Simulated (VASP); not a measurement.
## TaN: relaxation of cell and atoms with PBE

Crystal: TaN.

```xyz
6
Lattice="5.0835 0.0000 0.0000 -2.5418 4.4025 0.0000 0.0000 0.0000 2.8600" Properties=species:S:1:pos:R:3 pbc="T T T"
Ta    0.0000    0.0000    0.0000
Ta    0.0000    2.9350    1.4300
Ta    2.5418    1.4675    1.4300
N     2.5418    0.0000    0.0000
N     1.2709    2.2012    0.0000
N    -1.2709    2.2012    0.0000
```

- Program: VASP 6.6.1
- Task: relaxation of cell and atoms
- Functional: PBE
- Potentials or basis: VASP PAW PBE potentials, release 64 (Ta_pv, N)
- Cutoff: 600 eV
- k mesh: 12 × 12 × 12
- Occupations: gaussian, width 0.1 eV
- Spin: no spin polarisation
- Target pressure: 30 GPa
- Dipole correction: no
- Further INCAR settings: ALGO = Normal; EDIFF = 1e-06; IBRION = 2; EDIFFG = -0.008; NSW = 70; ISIF = 3

The relaxed volume is 10.71 Å³/atom, the relaxed cell is a = 5.070 Å, b = 5.070 Å, c = 2.887 Å, α = 90.00°, β = 90.00°, γ = 120.00° and the space group after relaxing (to 0.1 Å) is P6/mmm (No. 191). The energy change on relaxing (the run minimises the enthalpy) is -10.0 meV/atom, the ionic steps are 5 and the pressure after relaxing is 30.0 GPa. The band gap on the k mesh is zero (bands 24 and 25 overlap by 2.34 eV).

The path:
```tsv
step	energy change (eV)	largest force (eV/Å)	pressure (GPa)	volume (Å³)
1	0.0000	0.0000	32.86	64.01
2	-0.2860	0.0000	19.81	65.78
3	-0.1062	0.0000	28.83	64.52
4	-0.0349	0.0000	30.57	64.13
5	-0.0602	0.0000	29.97	64.26
```

Final structure:
```cif
data_structure
_symmetry_space_group_name_H-M 'P 1'
_symmetry_Int_Tables_number 1
_cell_length_a 5.0702
_cell_length_b 5.0702
_cell_length_c 2.8866
_cell_angle_alpha 90.000
_cell_angle_beta 90.000
_cell_angle_gamma 120.000
_cell_volume 64.26
loop_
_atom_site_label
_atom_site_type_symbol
_atom_site_fract_x
_atom_site_fract_y
_atom_site_fract_z
_atom_site_occupancy
Ta1 Ta 0.00000 0.00000 0.00000 1
Ta2 Ta 0.33333 0.66667 0.50000 1
Ta3 Ta 0.66667 0.33333 0.50000 1
N1 N 0.50000 0.00000 0.00000 1
N2 N 0.50000 0.50000 0.00000 1
N3 N 0.00000 0.50000 0.00000 1
```

Levels at points of the mesh, in eV from the Fermi level:
| k point | band 21 | band 22 | band 23 | band 24 | band 25 | band 26 | band 27 | band 28 |
| --- | --- | --- | --- | --- | --- | --- | --- | --- |
| (0.00, 0.00, 0.00) | -3.02 | -2.63 | -2.09 | -1.33 | -1.33 | 0.70 | 0.70 | 1.57 |
| (0.50, 0.00, 0.00) | -3.63 | -2.90 | -1.75 | -0.64 | 1.50 | 1.93 | 1.94 | 2.31 |
| (0.00, 0.00, 0.50) | -3.19 | -3.19 | -2.04 | 0.95 | 0.95 | 1.33 | 2.05 | 2.80 |
| (0.50, 0.00, 0.50) | -3.57 | -3.37 | -2.34 | -1.30 | 1.11 | 1.50 | 3.14 | 3.56 |

Wall time 24 min on 1 thread of AMD EPYC 7R13, with other jobs on the host, peak memory 0.35 GiB.

Caveat: the cell is relaxed towards a set pressure, so the run minimises the enthalpy, not the energy; spin-orbit coupling is left out, which moves the levels of the heavy elements. PBE usually gives volumes a little too large and moduli too small.
